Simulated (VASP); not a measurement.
## HfN: relaxation of cell and atoms with r2SCAN

Crystal: HfN.

```
Hf N
1.0
     0.00000    2.24135    2.24135
     2.24135    0.00000    2.24135
     2.24135    2.24135    0.00000
Hf N
1 1
Cartesian
  0.0000 0.0000 0.0000
  2.2413 2.2413 2.2413
```

* Program: VASP 6.6.1
* Task: relaxation of cell and atoms
* Functional: r2SCAN
* Potentials or basis: VASP PAW PBE potentials, release 64 (Hf_pv, N)
* Cutoff: 600 eV
* k mesh: 16 × 16 × 16
* Occupations: gaussian, width 0.1 eV
* Spin: no spin polarisation
* Target pressure: 3 GPa
* Dipole correction: no
* Further INCAR settings: ALGO = Normal; EDIFF = 1e-07; IBRION = 2; EDIFFG = -0.008; NSW = 70; ISIF = 3

| Item | Value |
| --- | --- |
| Relaxed volume | 11.37 Å³/atom |
| Relaxed cell | a = 3.180 Å, b = 3.180 Å, c = 3.180 Å, α = 60.00°, β = 60.00°, γ = 60.00° |
| Space group after relaxing (to 0.1 Å) | Fm-3m (No. 225) |
| Energy change on relaxing (the run minimises the enthalpy) | -2.9 meV/atom |
| Ionic steps | 3 |
| Pressure after relaxing | 2.9 GPa |
| Band gap on the k mesh | zero (an odd number of electrons rules out a gap without spin polarisation) |

Step by step:
```tsv
step	energy change (eV)	largest force (eV/Å)	pressure (GPa)	volume (Å³)
1	0.0000	0.0000	5.81	22.52
2	-0.0063	0.0000	-2.62	23.17
3	-0.0059	0.0000	2.89	22.73
```

Final structure:
```yaml
crystal:
  lattice:
    - [0.00000, 2.24841, 2.24841]
    - [2.24841, 0.00000, 2.24841]
    - [2.24841, 2.24841, 0.00000]
  atoms:
    - { symbol: Hf, position: [0.00000, 0.00000, 0.00000] }
    - { symbol: N, position: [0.50000, 0.50000, 0.50000] }
```

Levels at points of the mesh, in eV from the Fermi level:
```
           k point  band 6  band 7  band 8  band 9  band 10  band 11
(0.00, 0.00, 0.00)   -3.45   -3.45   -0.35   -0.35    -0.35     2.04
(0.50, 0.00, 0.00)   -6.72   -6.72    3.45    3.85     3.85     4.69
(0.50, 0.50, 0.00)   -4.14   -4.14   -3.96    4.21     5.67     5.67
```

Run time: 5.8 min on 1 thread of AMD EPYC 9R45 96-Core Processor (Zen 5), on a shared host, peak memory 0.18 GiB.

Caveat: the cell is relaxed towards a set pressure, so the run minimises the enthalpy, not the energy; the PAW data sets were made with another functional, which shifts forces and pressure a little; spin-orbit coupling is left out, which moves the levels of the heavy elements.
